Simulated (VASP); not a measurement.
# Mo (I4/mmm) in VASP: further runs

The runs below take Mo through single point, with PBE.

Everything below comes from runs of VASP 6.6.1. Logs are shortened: lines on timing, memory, paths and dates and some standing lists are left out, and cuts for length are marked.

## (1) The cell of the first run

The structure is tetragonal, space group I4/mmm (No. 139). The conventional cell has a = 3.218 Å, b = 3.218 Å, c = 3.044 Å, α = 90.00°, β = 90.00°, γ = 90.00°. Mo (site symmetry 4/mmm) has 14 Mo at 2.74 to 3.22 Å within 3.6 Å.

## (2) Single point, PBE

INCAR

```
PREC = Accurate
ENCUT = 520
EDIFF = 1E-6
ISMEAR = 0
SIGMA = 0.15
LREAL = F
LASPH = T
NELM = 100
ALGO = Normal
ISIF = 2
LWAVE = F
LCHARG = F
GGA = PE
NBANDS = 13
```

KPOINTS

```
Automatic mesh
0
Gamma
  20 20 20
```

POSCAR

```
Mo
1.0
   -1.6092164615      1.6092164615      1.5222253816
    1.6092164615     -1.6092164615      1.5222253816
    1.6092164615      1.6092164615     -1.5222253816
Mo
1
Direct
    0.0000000000      0.0000000000      0.0000000000
```

Potentials or basis: VASP PAW PBE potentials, release 64 (Mo_sv).

Command:

```
$ cat potpaw_PBE.64/Mo_sv/POTCAR > POTCAR
$ mpirun -np 1 vasp_std > vasp.out
```

OUTCAR:

```text
PREC = Accurate
   ENCUT = 520
   EDIFF = 1E-6
   ISMEAR = 0
   LREAL = F
   LASPH = T
   NELM = 100
   ISIF = 2
   GGA = PE

 ion  position               nearest neighbor table
   1  0.000  0.000  0.000-

  LATTYP: Found a body centered tetragonal cell.
 ALAT       =     3.2184329230
 C/A-ratio  =     0.9459419649

  Lattice vectors:

 A1 = (  -1.6092164615,   1.6092164615,   1.5222253816)
 A2 = (   1.6092164615,  -1.6092164615,   1.5222253816)
 A3 = (   1.6092164615,   1.6092164615,  -1.5222253816)

Analysis of symmetry for initial positions (statically):
=====================================================================
 Subroutine PRICEL returns:
 Original cell was already a primitive cell.

 Routine SETGRP: Setting up the symmetry group for a
 body centered tetragonal supercell.

 Subroutine GETGRP returns: Found 16 space group operations
 (whereof 16 operations were pure point group operations)
 out of a pool of 16 trial point group operations.

The static configuration has the point symmetry D_4h.

Analysis of symmetry for dynamics (positions and initial velocities):
=====================================================================
 Subroutine PRICEL returns:
 Original cell was already a primitive cell.

 Routine SETGRP: Setting up the symmetry group for a
 body centered tetragonal supercell.

 Subroutine GETGRP returns: Found 16 space group operations
 (whereof 16 operations were pure point group operations)
 out of a pool of 16 trial point group operations.

The dynamic configuration has the point symmetry D_4h.

 Subroutine INISYM returns: Found 16 space group operations
 (whereof 16 operations are pure point group operations),
 and found     1 'primitive' translations

----------------------------------------------------------------------------------------

                                     Primitive cell

  volume of cell :      15.7677

  direct lattice vectors                    reciprocal lattice vectors
    -1.609216461  1.609216461  1.522225382     0.000000000  0.310710220  0.328466472
     1.609216461 -1.609216461  1.522225382     0.310710220  0.000000000  0.328466472
     1.609216461  1.609216461 -1.522225382     0.310710220  0.310710220  0.000000000

  length of vectors
     2.737941810  2.737941810  2.737941810     0.452140535  0.452140535  0.439410606

  position of ions in fractional coordinates (direct lattice)
     0.000000000  0.000000000  0.000000000

  ion indices of the primitive-cell ions
   primitive index   ion index
                 1           1

----------------------------------------------------------------------------------------

 KPOINTS: Automatic mesh

Automatic generation of k-mesh.
 Grid dimensions read from file:
 generate k-points for:   20   20   20

 Generating k-lattice:

  Cartesian coordinates                     Fractional coordinates (reciprocal lattice)
     0.000000000  0.015535511  0.016423324     0.050000000  0.000000000  0.000000000
     0.015535511  0.000000000  0.016423324     0.000000000  0.050000000  0.000000000
     0.015535511  0.015535511  0.000000000     0.000000000  0.000000000  0.050000000

  Length of vectors
     0.022607027  0.022607027  0.021970530

  Shift w.r.t. Gamma in fractional coordinates (k-lattice)
     0.000000000  0.000000000  0.000000000

 Subroutine IBZKPT returns following result:
 ===========================================

 Found    641 irreducible k-points:

 Following reciprocal coordinates:
            Coordinates               Weight
  0.000000  0.000000  0.000000      1.000000
  0.050000  0.000000 -0.000000      8.000000
  0.100000  0.000000  0.000000      8.000000
  0.150000  0.000000  0.000000      8.000000
  0.200000  0.000000  0.000000      8.000000
  0.250000  0.000000 -0.000000      8.000000
[... 16 lines left out ...]
 -0.400000  0.050000  0.000000     16.000000
 -0.350000  0.050000  0.000000     16.000000
 [... further k-points ...]
   k-points           NKPTS =    641   k-points in BZ     NKDIM =    641   number of bands    NBANDS=     13
   number of dos      NEDOS =    301   number of ions     NIONS =      1
   total plane-waves  NPLWV =   8000
   dimension x,y,z NGX =    20 NGY =   20 NGZ =   20
   dimension x,y,z NGXF=    40 NGYF=   40 NGZF=   40
   ions per type =               1
   NGX,Y,Z   is equivalent  to a cutoff of  12.14, 12.14, 12.14 a.u.
   NGXF,Y,Z  is equivalent  to a cutoff of  24.29, 24.29, 24.29 a.u.
 SYSTEM =  unknown system
   PREC   = accura    normal or accurate (medium, high low for compatibility)
   ISTART =      0    job   : 0-new  1-cont  2-samecut
   ICHARG =      2    charge: 1-file 2-atom 10-const
   ISPIN  =      1    spin polarized calculation?
   LNONCOLLINEAR =      F non collinear calculations
   LSORBIT =      F    spin-orbit coupling
   LASPH  =      T    aspherical Exc in radial PAW
   ENCUT  =  520.0 eV  38.22 Ry    6.18 a.u.   5.09  5.09  5.09*2*pi/ulx,y,z
   NELM   =    100;   NELMIN=  2; NELMDL= -5     # of ELM steps
   EDIFF  = 0.1E-05   stopping-criterion for ELM
   LREAL  =      F    real-space projection
   EDIFFG = 0.1E-04   stopping-criterion for IOM
   NSW    =      0    number of steps for IOM
   IBRION =     -1    ionic relax: 0-MD 1-quasi-New 2-CG
   NFREE  =      0    steps in history (QN), initial steepest desc. (CG)
   ISIF   =      2    stress and relaxation
   ISYM   =      2    0-nonsym 1-usesym 2-fastsym
   POTIM  = 0.5000    time-step for ionic-motion
   TEBEG  =    0.0;   TEEND  =   0.0 temperature during run
   PSTRESS=    0.0 pullay stress
   NELECT =      14.0000    total number of electrons
   NUPDOWN=      -1.0000    fix difference up-down
   EMIN   =  10.00;   EMAX   =-10.00  energy-range for DOS
   EFERMI =   0.00;   METHOD = LEGACY
   ISMEAR =     0;   SIGMA  =   0.15  broadening in eV -4-tet -1-fermi 0-gaus
   EFERMI_NEDOS =   21; number of points for ismear=-14 and -15
   IALGO  =     38    algorithm
   IMIX   =      4    mixing-type and parameters
     AMIX     =   0.40;   BMIX     =  1.00
     AMIX_MAG =   1.60;   BMIX_MAG =  1.00
  volume/ion in A,a.u.               =      15.77       106.41
  Fermi-wavevector in a.u.,A,eV,Ry     =   1.573481  2.973448 33.685889  2.475843
  Thomas-Fermi vector in A             =   2.674759
   LORBIT       =      0    0 simple, 1 ext, 2 COOP (PROOUT), +10 PAW based schemes
   GGA     = PE    functional components
   LHFCALC =     F    Hartree Fock is set to
   AEXX    =    0.0000 exact exchange contribution
   IVDW    =     0    specifies the selected vdW correction
   LEPSILON=     F    determine dielectric tensor
   LRPA    =     F    only Hartree local field effects (RPA)
 non-spin polarized calculation
 Gauss-broadening in eV      SIGMA  =   0.15
  energy-cutoff  :      520.00
  volume of cell :       15.77
 maximum number of plane-waves:       438
   NGX = 11   NGY = 11   NGZ = 11

 number of electron      14.0000000 magnetization

 Free energy of the ion-electron system (eV)
  ---------------------------------------------------
  ext. energy  EPLUGINS =         0.00000000
  ---------------------------------------------------
  free energy    TOTEN  =       -10.90856833 eV

  energy without entropy =      -10.90137790  energy(sigma->0) =      -10.90497312

 E-fermi :  12.4597     XC(G=0): -13.3410

 val. band max:       12.4594267735   @ k =  -0.4500   0.4500   0.2000
 cond. band min:      12.4628425629   @ k =  -0.2500   0.3500   0.1000
 fundamental gap:      0.0034157894
 Fermi energy:        12.4596935581

 k-point     1 :       0.0000    0.0000    0.0000
  band No.  band energies     occupation
      1     -48.8227      2.00000
      2     -22.1182      2.00000
      3     -22.1182      2.00000
      4     -22.0895      2.00000
      5       5.2487      2.00000
      6      10.6995      2.00000
      7      11.3544      2.00000
      8      11.3544      2.00000
      9      13.6475      0.00000
     10      14.4872      0.00000
     11      26.9479      0.00000
     12      26.9479      0.00000
     13      28.0447      0.00000

 k-point     2 :       0.0500    0.0000   -0.0000
  band No.  band energies     occupation
      1     -48.8164      2.00000
      2     -22.1440      2.00000
      3     -22.1296      2.00000
      4     -22.1005      2.00000
      5       5.3615      2.00000
      6      10.7167      2.00000
      7      11.3363      2.00000
      8      11.3731      2.00000
      9      13.6403      0.00000
     10      14.4103      0.00000
     11      27.1198      0.00000
     12      27.1415      0.00000
     13      28.1620      0.00000

 k-point     3 :       0.1000    0.0000    0.0000
  band No.  band energies     occupation
      1     -48.7982      2.00000
      2     -22.2430      2.00000
      3     -22.1626      2.00000
      4     -22.1072      2.00000
      5       5.6868      2.00000
      6      10.6639      2.00000
      7      11.2679      2.00000
      8      11.5432      2.00000
      9      13.6224      0.00000
     10      14.2448      0.00000
     11      27.5304      0.00000
     12      27.7075      0.00000
     13      28.4824      0.00000

 k-point     4 :       0.1500    0.0000    0.0000
  band No.  band energies     occupation
      1     -48.7697      2.00000
      2     -22.4001      2.00000
      3     -22.2136      2.00000
      4     -22.1125      2.00000
      5       6.1818      2.00000
      6      10.4528      2.00000
      7      11.1303      2.00000
      8      11.9754      2.00000
      9      13.6167      0.00000
     10      14.1193      0.00000
     11      27.8897      0.00000
     12      28.6076      0.00000
     13      28.8899      0.00000

 k-point     5 :       0.2000    0.0000    0.0000
  band No.  band energies     occupation
      1     -48.7336      2.00000
      2     -22.5952      2.00000
      3     -22.2772      2.00000
      4     -22.1185      2.00000
      5       6.7570      2.00000
      6      10.1516      2.00000
      7      10.9763      2.00000
      8      12.6249      0.11933
      9      13.6716      0.00000
     10      14.1013      0.00000
     11      27.8334      0.00000
     12      29.1407      0.00000
     13      29.7898      0.00000
[... 257 lines left out ...]
 k-point    22 :      -0.4500    0.0500    0.0000
  band No.  band energies     occupation
      1     -48.5746      2.00000
      2     -23.3836      2.00000
      3     -22.5524      2.00000
      4     -22.1550      2.00000
      5       7.3325      2.00000
      6       9.0136      2.00000
      7      13.1674      0.00000
      8      14.1775      0.00000
      9      15.0477      0.00000
     10      16.8224      0.00000
     11      24.5205      0.00000
     12      25.2270      0.00000
     13      29.8917      0.00000

 k-point    23 :      -0.4000    0.0500    0.0000
  band No.  band energies     occupation
      1     -48.5991      2.00000
      2     -23.2671      2.00000
      3     -22.5108      2.00000
      4     -22.1498      2.00000
      5       7.4715      2.00000
      6       9.1764      2.00000
      7      12.3467      1.71324
      8      14.1637      0.00000
      9      14.7092      0.00000
     10      16.0156      0.00000
     11      25.1402      0.00000
     12      26.3279      0.00000
     13      31.0979      0.00000

 k-point    24 :      -0.3500    0.0500    0.0000
  band No.  band energies     occupation
      1     -48.6325      2.00000
      2     -23.1059      2.00000
      3     -22.4529      2.00000
      4     -22.1434      2.00000
      5       7.5720      2.00000
      6       9.4069      2.00000
      7      11.5315      2.00000
      8      14.0186      0.00000
      9      14.4319      0.00000
     10      15.0722      0.00000
     11      25.9444      0.00000
     12      27.5581      0.00000
     13      32.4973      0.00000

 [... further k-points ...]

------------------------ aborting loop because EDIFF is reached ----------------------------------------

  FORCE on cell =-STRESS in cart. coord.  units (eV):
  Direction    XX          YY          ZZ          XY          YZ          ZX
  --------------------------------------------------------------------------------------
  -------------------------------------------------------------------------------------
  Total       -0.4444684     -0.4444684      1.2807750      0.0000000     -0.0000000      0.0000000
  in kB      -45.1630825    -45.1630825    130.1414219      0.0000000     -0.0000000      0.0000000
  external PRESSURE =      13.2717523 kB  Pullay stress =       0.0000000 kB

 VOLUME and BASIS-vectors are now :
 -----------------------------------------------------------------------------
  energy-cutoff  :      520.00
  volume of cell :       15.77
      direct lattice vectors                 reciprocal lattice vectors
    -1.609216461  1.609216461  1.522225382     0.000000000  0.310710220  0.328466472
     1.609216461 -1.609216461  1.522225382     0.310710220  0.000000000  0.328466472
     1.609216461  1.609216461 -1.522225382     0.310710220  0.310710220  0.000000000

 POSITION                                       TOTAL-FORCE (eV/Angst)
 -----------------------------------------------------------------------------------
      0.00000      0.00000      0.00000         0.000000      0.000000      0.000000
 -----------------------------------------------------------------------------------
    total drift:                                0.000000     -0.000000      0.000000

  FREE ENERGIE OF THE ION-ELECTRON SYSTEM (eV)
  ---------------------------------------------------
  free  energy   TOTEN  =       -10.9085683342 eV

  energy  without entropy=      -10.9013779042  energy(sigma->0) =      -10.90497312
```

Wall time 67 s (1 thread of Intel Xeon 8259CL, shared host); peak memory 0.23 GiB.

Results:

```
Free energy            : -10.9086 eV
Pressure               : 1.3 GPa
Band gap on the k mesh : zero (bands 7 and 8 overlap by 5.16 eV)
```

Levels at points of the mesh, in eV from the Fermi level:
```tsv
k point	band 3	band 4	band 5	band 6	band 7	band 8	band 9	band 10	band 11	band 12
(0.00, 0.00, 0.00)	-34.58	-34.55	-7.21	-1.76	-1.11	-1.11	1.19	2.03	14.49	14.49
(0.50, 0.00, 0.00)	-35.03	-34.61	-5.30	-3.57	1.70	1.75	2.66	4.69	11.70	11.88
(0.50, 0.50, 0.00)	-34.94	-34.55	-5.22	-2.89	1.11	1.30	2.03	4.59	11.16	12.11
(0.50, 0.50, 0.50)	-35.56	-35.39	-5.44	-5.31	3.87	3.87	4.06	8.51	8.51	9.98
```

Caveat: the cell differs from its parent crystal (strain +e along x and -e along y +0.0000, strain +e along z and -e/2 along x and y -0.0367); the stress differs along the axes, from -5 to 13 GPa.

## (3) Single point, PBE

INCAR

```
SYSTEM = Mo
  ALGO = Normal
  EDIFF = 1E-7
  ENCUT = 520
  GGA = PE
  ISIF = 2
  ISMEAR = 0
  LASPH = .True.
  LCHARG = .False.
  LREAL = .False.
  LWAVE = .False.
  NBANDS = 13
  NELM = 60
  PREC = Accurate
  SIGMA = 0.15
```

KPOINTS

```
k-points
0
Gamma
  20 20 20
  0 0 0
```

POSCAR

```
Mo
1.0
   -1.5512224083      1.5512224083      1.6382134882
    1.5512224083     -1.5512224083      1.6382134882
    1.5512224083      1.5512224083     -1.6382134882
Mo
1
Direct
    0.0000000000      0.0000000000      0.0000000000
```

Potentials or basis: VASP PAW PBE potentials, release 64 (Mo_sv).

Command:

```
$ cat potpaw_PBE.64/Mo_sv/POTCAR > POTCAR
$ mpirun -np 1 vasp_std > vasp.out
```

Wall time 76 s (1 thread of Intel Xeon 8259CL, shared host); peak memory 0.23 GiB.

It converged, with:

| Item | Value |
| --- | --- |
| Free energy | -10.9116 eV |
| Pressure | 1.2 GPa |
| Band gap on the k mesh | zero (bands 7 and 8 overlap by 4.85 eV) |

Stress tensor (GPa, compression positive):
```
 6.49  0.00  0.00
 0.00  6.49  0.00
 0.00  0.00 -9.30
```

Levels at points of the mesh, in eV from the Fermi level:
```tsv
k point	band 5	band 6	band 7	band 8	band 9	band 10
(0.00, 0.00, 0.00)	-7.21	-1.52	-1.52	-0.93	1.23	1.99
(0.50, 0.00, 0.00)	-5.25	-3.13	1.22	1.46	2.35	4.60
(0.50, 0.50, 0.00)	-5.33	-3.77	1.88	2.17	2.55	4.75
(0.50, 0.50, 0.50)	-5.44	-5.31	3.80	3.99	3.99	8.06
```

Caveat: the cell differs from its parent crystal (strain +e along x and -e along y +0.0000, strain +e along z and -e/2 along x and y +0.0367); the stress differs along the axes, from -9 to 6 GPa.
